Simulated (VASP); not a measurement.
CdTe:

```
Cd Te
1.0
     0.00000    3.30906    3.30906
     3.30906    0.00000    3.30906
     3.30906    3.30906    0.00000
Cd Te
1 1
Direct
  0.00000 0.00000 0.00000
  0.25000 0.25000 0.25000
```

```yaml
Program: VASP 6.6.1
Task: relaxation of cell and atoms
Functional: PBEsol
Potentials_or_basis: VASP PAW PBE potentials, release 64 (Cd, Te)
Cutoff: 600 eV
k_mesh: 6 × 6 × 6
Occupations: fermi-dirac, width 0.02 eV
Spin: no spin polarisation
```

At the start: pressure -2.0 GPa; volume 36.23 Å³/atom.

**Question.** How do energy, volume and symmetry change on relaxing?

**Answer.** Over 3 steps the energy falls by 13.0 meV/atom and the volume is 34.27 Å³/atom (-5.4 %); space group F-43m (No. 216, to 0.05 Å).

Step by step:
| step | energy change (eV) | largest force (eV/Å) | pressure (GPa) | volume (Å³) |
| --- | --- | --- | --- | --- |
| 1 | 0.0000 | 0.0000 | -2.01 | 72.47 |
| 2 | -0.0250 | 0.0000 | 0.47 | 67.80 |
| 3 | -0.0261 | 0.0000 | 0.01 | 68.54 |

Final structure:
```cif
data_structure
_symmetry_space_group_name_H-M 'P 1'
_symmetry_Int_Tables_number 1
_cell_length_a 4.5936
_cell_length_b 4.5936
_cell_length_c 4.5936
_cell_angle_alpha 60.000
_cell_angle_beta 60.000
_cell_angle_gamma 60.000
_cell_volume 68.54
loop_
_atom_site_label
_atom_site_type_symbol
_atom_site_fract_x
_atom_site_fract_y
_atom_site_fract_z
_atom_site_occupancy
Cd1 Cd 0.00000 0.00000 0.00000 1
Te1 Te 0.25000 0.25000 0.25000 1
```

Caveat: the PAW data sets were made with another functional, which shifts forces and pressure a little.
